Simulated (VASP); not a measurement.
# Cs2CdSi (P4/mmm) in VASP: a series of runs

The runs below take Cs2CdSi through relaxation of cell and atoms, single point, with PBE.

Everything below comes from runs of VASP 6.6.1. Logs are shortened: lines on timing, memory, paths and dates and some standing lists are left out, and cuts for length are marked.

### 1 The cell of the first run

Symmetry: P4/mmm, No. 123, tetragonal system. Conventional cell: a = 6.358 Å, b = 6.358 Å, c = 4.141 Å, α = 90.00°, β = 90.00°, γ = 90.00°. Within 4.2 Å of Cs (site symmetry mmm) lie 2 Cd at 3.18 Å and 4 Si at 3.79 Å and 2 Cs at 4.14 Å. Within 4.2 Å of Cd (site symmetry 4/mmm) lie 4 Cs at 3.18 Å and 2 Cd at 4.14 Å. Si (site symmetry 4/mmm) has 8 Cs at 3.79 Å and 2 Si at 4.14 Å and 8 Cd at 4.95 Å within 5.0 Å.

The cell was generated, and may not be a known phase.

### 2 Relaxation of cell and atoms, PBE

File INCAR:

```
SYSTEM = Cs2CdSi
PREC = Accurate
ENCUT = 600
EDIFF = 1E-7
ISMEAR = 0
SIGMA = 0.1
LREAL = .FALSE.
LASPH = .TRUE.
NELM = 100
ALGO = Fast
ISIF = 3
LWAVE = .FALSE.
LCHARG = .FALSE.
GGA = PE
IBRION = 2
NSW = 90
EDIFFG = -0.04
```

File KPOINTS:

```
Automatic mesh
0
G
  4 4 4
  0 0 0
```

File POSCAR:

```
Cs2CdSi
1.0
    6.3580747400      0.0000000000      0.0000000000
    0.0000000000      6.3580747400      0.0000000000
    0.0000000000      0.0000000000      4.1414276700
Cs Cd Si
2 1 1
Direct
    0.0000000000      0.5000000000      0.5000000000
    0.5000000000      0.0000000000      0.5000000000
    0.5000000000      0.5000000000      0.5000000000
    0.0000000000      0.0000000000      0.0000000000
```

Potentials or basis: VASP PAW PBE potentials, release 64 (Cs_sv, Cd, Si).

Started as:

```
$ cat potpaw_PBE.64/Cs_sv/POTCAR potpaw_PBE.64/Cd/POTCAR potpaw_PBE.64/Si/POTCAR > POTCAR
$ mpirun -np 1 vasp_std > vasp.out
```

OUTCAR:

```text
SYSTEM = Cs2CdSi
   PREC = Accurate
   ENCUT = 600
   EDIFF = 1E-7
   ISMEAR = 0
   LREAL = .FALSE.
   LASPH = .TRUE.
   NELM = 100
   ISIF = 3
   GGA = PE
   IBRION = 2
   NSW = 90
   EDIFFG = -0.04

 ion  position               nearest neighbor table
   1  0.000  0.500  0.500-   3 3.18   3 3.18
   2  0.500  0.000  0.500-   3 3.18   3 3.18
   3  0.500  0.500  0.500-   1 3.18   2 3.18   2 3.18   1 3.18
   4  0.000  0.000  0.000-

  LATTYP: Found a simple tetragonal cell.
 ALAT       =     6.3580747400
 C/A-ratio  =     0.6513650499

  Lattice vectors:

 A1 = (   6.3580747400,   0.0000000000,   0.0000000000)
 A2 = (   0.0000000000,   6.3580747400,   0.0000000000)
 A3 = (   0.0000000000,   0.0000000000,   4.1414276700)

Analysis of symmetry for initial positions (statically):
=====================================================================
 Subroutine PRICEL returns:
 Original cell was already a primitive cell.

 Routine SETGRP: Setting up the symmetry group for a
 simple tetragonal supercell.

 Subroutine GETGRP returns: Found 16 space group operations
 (whereof 16 operations were pure point group operations)
 out of a pool of 16 trial point group operations.

The static configuration has the point symmetry D_4h.

Analysis of symmetry for dynamics (positions and initial velocities):
=====================================================================
 Subroutine PRICEL returns:
 Original cell was already a primitive cell.

 Routine SETGRP: Setting up the symmetry group for a
 simple tetragonal supercell.

 Subroutine GETGRP returns: Found 16 space group operations
 (whereof 16 operations were pure point group operations)
 out of a pool of 16 trial point group operations.

The dynamic configuration has the point symmetry D_4h.

 Subroutine INISYM returns: Found 16 space group operations
 (whereof 16 operations are pure point group operations),
 and found     1 'primitive' translations

----------------------------------------------------------------------------------------

                                     Primitive cell

  volume of cell :     167.4177

  direct lattice vectors                    reciprocal lattice vectors
     6.358074740  0.000000000  0.000000000     0.157280315  0.000000000  0.000000000
     0.000000000  6.358074740  0.000000000     0.000000000  0.157280315  0.000000000
     0.000000000  0.000000000  4.141427670     0.000000000  0.000000000  0.241462626

  length of vectors
     6.358074740  6.358074740  4.141427670     0.157280315  0.157280315  0.241462626

  position of ions in fractional coordinates (direct lattice)
     0.000000000  0.500000000  0.500000000
     0.500000000  0.000000000  0.500000000
     0.500000000  0.500000000  0.500000000
     0.000000000  0.000000000  0.000000000

  ion indices of the primitive-cell ions
   primitive index   ion index
                 1           1
                 2           2
                 3           3
                 4           4

----------------------------------------------------------------------------------------

 KPOINTS: Automatic mesh

Automatic generation of k-mesh.
 Grid dimensions read from file:
 generate k-points for:    4    4    4

 Generating k-lattice:

  Cartesian coordinates                     Fractional coordinates (reciprocal lattice)
     0.039320079  0.000000000  0.000000000     0.250000000  0.000000000  0.000000000
     0.000000000  0.039320079  0.000000000     0.000000000  0.250000000  0.000000000
     0.000000000  0.000000000  0.060365656     0.000000000  0.000000000  0.250000000

  Length of vectors
     0.039320079  0.039320079  0.060365656

  Shift w.r.t. Gamma in fractional coordinates (k-lattice)
     0.000000000  0.000000000  0.000000000

 Subroutine IBZKPT returns following result:
 ===========================================

 Found     18 irreducible k-points:

 Following reciprocal coordinates:
            Coordinates               Weight
  0.000000  0.000000  0.000000      1.000000
  0.250000  0.000000  0.000000      4.000000
  0.500000  0.000000  0.000000      2.000000
  0.250000  0.250000  0.000000      4.000000
  0.500000  0.250000  0.000000      4.000000
  0.500000  0.500000  0.000000      1.000000
[... 10 lines left out ...]
  0.500000  0.250000  0.500000      4.000000
  0.500000  0.500000  0.500000      1.000000
   k-points           NKPTS =     18   k-points in BZ     NKDIM =     18   number of bands    NBANDS=     21
   number of dos      NEDOS =    301   number of ions     NIONS =      4
   total plane-waves  NPLWV = 104976
   dimension x,y,z NGX =    54 NGY =   54 NGZ =   36
   dimension x,y,z NGXF=   108 NGYF=  108 NGZF=   72
   ions per type =               2   1   1
   NGX,Y,Z   is equivalent  to a cutoff of  14.12, 14.12, 14.45 a.u.
   NGXF,Y,Z  is equivalent  to a cutoff of  28.24, 28.24, 28.90 a.u.
 SYSTEM =  Cs2CdSi
   PREC   = accura    normal or accurate (medium, high low for compatibility)
   ISTART =      0    job   : 0-new  1-cont  2-samecut
   ICHARG =      2    charge: 1-file 2-atom 10-const
   ISPIN  =      1    spin polarized calculation?
   LNONCOLLINEAR =      F non collinear calculations
   LSORBIT =      F    spin-orbit coupling
   LASPH  =      T    aspherical Exc in radial PAW
   ENCUT  =  600.0 eV  44.10 Ry    6.64 a.u.  12.70 12.70  8.27*2*pi/ulx,y,z
   NELM   =    100;   NELMIN=  2; NELMDL= -5     # of ELM steps
   EDIFF  = 0.1E-06   stopping-criterion for ELM
   LREAL  =      F    real-space projection
   EDIFFG = -.4E-01   stopping-criterion for IOM
   NSW    =     90    number of steps for IOM
   IBRION =      2    ionic relax: 0-MD 1-quasi-New 2-CG
   NFREE  =      1    steps in history (QN), initial steepest desc. (CG)
   ISIF   =      3    stress and relaxation
   ISYM   =      2    0-nonsym 1-usesym 2-fastsym
   POTIM  = 0.5000    time-step for ionic-motion
   TEBEG  =    0.0;   TEEND  =   0.0 temperature during run
   PSTRESS=    0.0 pullay stress
   NELECT =      34.0000    total number of electrons
   NUPDOWN=      -1.0000    fix difference up-down
   EMIN   =  10.00;   EMAX   =-10.00  energy-range for DOS
   EFERMI =   0.00;   METHOD = LEGACY
   ISMEAR =     0;   SIGMA  =   0.10  broadening in eV -4-tet -1-fermi 0-gaus
   EFERMI_NEDOS =   21; number of points for ismear=-14 and -15
   IALGO  =     68    algorithm
   IMIX   =      4    mixing-type and parameters
     AMIX     =   0.40;   BMIX     =  1.00
     AMIX_MAG =   1.60;   BMIX_MAG =  1.00
  volume/ion in A,a.u.               =      41.85       282.45
  Fermi-wavevector in a.u.,A,eV,Ry     =   0.962278  1.818442 12.598716  0.925980
  Thomas-Fermi vector in A             =   2.091723
   LORBIT       =      0    0 simple, 1 ext, 2 COOP (PROOUT), +10 PAW based schemes
   GGA     = PE    functional components
   LHFCALC =     F    Hartree Fock is set to
   AEXX    =    0.0000 exact exchange contribution
   IVDW    =     0    specifies the selected vdW correction
   LEPSILON=     F    determine dielectric tensor
   LRPA    =     F    only Hartree local field effects (RPA)
 conjugate gradient relaxation of ions
 non-spin polarized calculation
 RMM-DIIS sequential band-by-band and
 Gauss-broadening in eV      SIGMA  =   0.10
  energy-cutoff  :      600.00
  volume of cell :      167.42
 maximum number of plane-waves:      5618
 NGX is ok and might be reduce to    54
   NGX = 25   NGY = 25   NGZ = 17

--------------------------------------- Ionic step        1  -------------------------------------------

 number of electron      34.0000000 magnetization

 Free energy of the ion-electron system (eV)
  ---------------------------------------------------
  ext. energy  EPLUGINS =         0.00000000
  ---------------------------------------------------
  free energy    TOTEN  =        -5.02107217 eV

  energy without entropy =       -4.99815756  energy(sigma->0) =       -5.00961487

------------------------ aborting loop because EDIFF is reached ----------------------------------------

  FORCE on cell =-STRESS in cart. coord.  units (eV):
  Direction    XX          YY          ZZ          XY          YZ          ZX
  --------------------------------------------------------------------------------------
  -------------------------------------------------------------------------------------
  Total        5.0947671      5.0947671     -1.6289613      0.0000000      0.0000000     -0.0000000
  in kB       48.7566185     48.7566185    -15.5890633      0.0000000      0.0000000     -0.0000000
  external PRESSURE =      27.3080579 kB  Pullay stress =       0.0000000 kB
[... 95 lines left out ...]
  FREE ENERGIE OF THE ION-ELECTRON SYSTEM (eV)
  ---------------------------------------------------
  free  energy   TOTEN  =        -5.5926161114 eV

  energy  without entropy=       -5.5695658956  energy(sigma->0) =       -5.58109100

[... ionic steps 4 to 9 ...]

--------------------------------------- Ionic step       10  -------------------------------------------

 number of electron      34.0000001 magnetization

------------------------ aborting loop because EDIFF is reached ----------------------------------------

  FORCE on cell =-STRESS in cart. coord.  units (eV):
  Direction    XX          YY          ZZ          XY          YZ          ZX
  --------------------------------------------------------------------------------------
  -------------------------------------------------------------------------------------
  Total       -0.1817044     -0.1817044     -0.0284063      0.0000000      0.0000000      0.0000000
  in kB       -1.5531230     -1.5531230     -0.2428033      0.0000000      0.0000000      0.0000000
  external PRESSURE =      -1.1163498 kB  Pullay stress =       0.0000000 kB
[... 61 lines left out ...]
  energy  without entropy=       -5.6960332890  energy(sigma->0) =       -5.70680564

--------------------------------------- Ionic step       12  -------------------------------------------

 number of electron      34.0000002 magnetization

 Free energy of the ion-electron system (eV)
  ---------------------------------------------------
  ext. energy  EPLUGINS =         0.00000000
  ---------------------------------------------------
  free energy    TOTEN  =        -5.71849329 eV

  energy without entropy =       -5.69707768  energy(sigma->0) =       -5.70778549

 E-fermi :   1.4637     XC(G=0):  -7.6717

 val. band max:        1.4549083811   @ k =   0.5000   0.0000   0.5000
 cond. band min:       1.5261246564   @ k =   0.5000   0.0000   0.0000
 fundamental gap:      0.0712162753
 Fermi energy:         1.4636915936

 k-point     1 :       0.0000    0.0000    0.0000
  band No.  band energies     occupation
      1     -21.4063      2.00000
      2     -21.3935      2.00000
      3      -8.3905      2.00000
      4      -8.3905      2.00000
      5      -8.0965      2.00000
      6      -8.0965      2.00000
[... 452 lines left out ...]
  FREE ENERGIE OF THE ION-ELECTRON SYSTEM (eV)
  ---------------------------------------------------
  free  energy   TOTEN  =        -5.7184932937 eV

  energy  without entropy=       -5.6970776790  energy(sigma->0) =       -5.70778549

 reached required accuracy - stopping structural energy minimisation
```

It took 18 min on 1 thread of Oxide Virtual Turin-like, shared host; peak memory 0.35 GiB.

What came out:

| Item | Value |
| --- | --- |
| Free energy | -5.7185 eV |
| Relaxed volume | 46.41 Å³/atom |
| Relaxed cell | a = 7.199 Å, b = 7.199 Å, c = 3.583 Å, α = 90.00°, β = 90.00°, γ = 90.00° |
| Space group after relaxing (to 0.1 Å) | P4/mmm (No. 123) |
| Energy gained by relaxing | 174.4 meV/atom |
| Ionic steps | 12 |
| Pressure after relaxing | 0.0 GPa |
| Band gap on the k mesh | zero (bands 17 and 18 overlap by 0.07 eV) |

The path:
| step | energy change (eV) | largest force (eV/Å) | pressure (GPa) | volume (Å³) |
| --- | --- | --- | --- | --- |
| 1 | 0.0000 | 0.0000 | 2.73 | 167.42 |
| 2 | -0.4444 | 0.0000 | 0.67 | 184.92 |
| 3 | -0.5715 | 0.0000 | -0.20 | 198.07 |
| 4 | -0.5216 | 0.0000 | -1.18 | 224.88 |
| 5 | -0.5934 | 0.0000 | -0.64 | 207.38 |
| 6 | -0.5934 | 0.0000 | -0.60 | 206.51 |
| 7 | -0.6383 | 0.0000 | -0.52 | 200.91 |
| 8 | -0.6917 | 0.0000 | 0.07 | 184.10 |
| 9 | -0.6955 | 0.0000 | -0.18 | 188.84 |
| 10 | -0.6965 | 0.0000 | -0.11 | 187.44 |
| 11 | -0.6965 | 0.0000 | -0.09 | 187.06 |
| 12 | -0.6974 | 0.0000 | -0.02 | 185.66 |

Final structure:
```yaml
crystal:
  lattice:
    - [7.19883, 0.00000, 0.00000]
    - [0.00000, 7.19883, 0.00000]
    - [0.00000, 0.00000, 3.58257]
  atoms:
    - { symbol: Cs, position: [0.00000, 0.50000, 0.50000] }
    - { symbol: Cs, position: [0.50000, 0.00000, 0.50000] }
    - { symbol: Cd, position: [0.50000, 0.50000, 0.50000] }
    - { symbol: Si, position: [0.00000, 0.00000, 0.00000] }
```

Levels at points of the mesh, in eV from the Fermi level:
```csv
k point,band 15,band 16,band 17,band 18,band 19,band 20
"(0.00, 0.00, 0.00)",-4.12,-0.12,-0.12,1.65,1.84,1.84
"(0.50, 0.00, 0.00)",-3.74,-0.78,-0.19,0.06,1.00,2.33
"(0.50, 0.50, 0.00)",-3.30,-1.23,-1.23,0.46,0.46,2.49
"(0.00, 0.00, 0.50)",-1.96,-1.45,-0.10,-0.10,0.28,2.27
"(0.50, 0.00, 0.50)",-1.50,-1.32,-0.31,-0.01,1.04,1.87
"(0.50, 0.50, 0.50)",-1.10,-1.05,-0.53,0.78,0.78,1.59
```

Caveat: the k points lie up to 0.44 Å⁻¹ apart in the final cell; spin-orbit coupling is left out, which moves the levels of the heavy elements.

### 3 Single point, PBE

This run uses another cell than the first one, of 46.34 Å³/atom.

File INCAR:

```
PREC = Accurate ; ENCUT = 520
EDIFF = 1E-6 ; ISMEAR = 0
SIGMA = 0.1 ; LREAL = F
LASPH = T ; NELM = 60
ALGO = Fast ; ISIF = 2
LWAVE = F ; LCHARG = F
GGA = PE ; NBANDS = 25
```

File KPOINTS:

```
Automatic mesh
0
Gamma
  8 8 14
```

File POSCAR:

```
Cs2CdSi
1.0
    7.1702625857      0.0000000000      0.0000000000
    0.0000000000      7.1702625857      0.0000000000
    0.0000000000      0.0000000000      3.6056207044
Cs Cd Si
2 1 1
Direct
    0.0000000000      0.5000000000      0.5000000000
    0.5000000000      0.0000000000      0.5000000000
    0.5000000000      0.5000000000      0.5000000000
    0.0000000000      0.0000000000      0.0000000000
```

Potentials or basis: VASP PAW PBE potentials, release 64 (Cs_sv, Cd, Si).

Started as:

```
$ cat potpaw_PBE.64/Cs_sv/POTCAR potpaw_PBE.64/Cd/POTCAR potpaw_PBE.64/Si/POTCAR > POTCAR
$ mpirun -np 1 vasp_std > vasp.out
```

Wall time 11 min (1 thread of Oxide Virtual Turin-like, shared host); peak memory 0.63 GiB.

The run converged. Its results:

```
Free energy            : -5.6990 eV
Pressure               : 0.0 GPa
Band gap on the k mesh : zero (bands 17 and 18 overlap by 0.28 eV)
```

Levels at points of the mesh, in eV from the Fermi level:
| k point | band 15 | band 16 | band 17 | band 18 | band 19 | band 20 |
| --- | --- | --- | --- | --- | --- | --- |
| (0.00, 0.00, 0.00) | -4.32 | -0.12 | -0.12 | 1.56 | 1.72 | 1.72 |
| (0.50, 0.00, 0.00) | -3.93 | -0.78 | -0.19 | -0.09 | 0.87 | 2.21 |
| (0.50, 0.50, 0.00) | -3.49 | -1.28 | -1.28 | 0.36 | 0.36 | 2.39 |
| (0.00, 0.00, 0.50) | -2.20 | -1.35 | -0.17 | -0.17 | 0.06 | 2.17 |
| (0.50, 0.00, 0.50) | -1.75 | -1.18 | -0.50 | -0.06 | 0.99 | 1.75 |
| (0.50, 0.50, 0.50) | -1.30 | -0.94 | -0.74 | 0.75 | 0.75 | 1.40 |

Caveat: spin-orbit coupling is left out, which moves the levels of the heavy elements.

The gap in the log of VASP goes by the Fermi energy; the results here count the filled bands.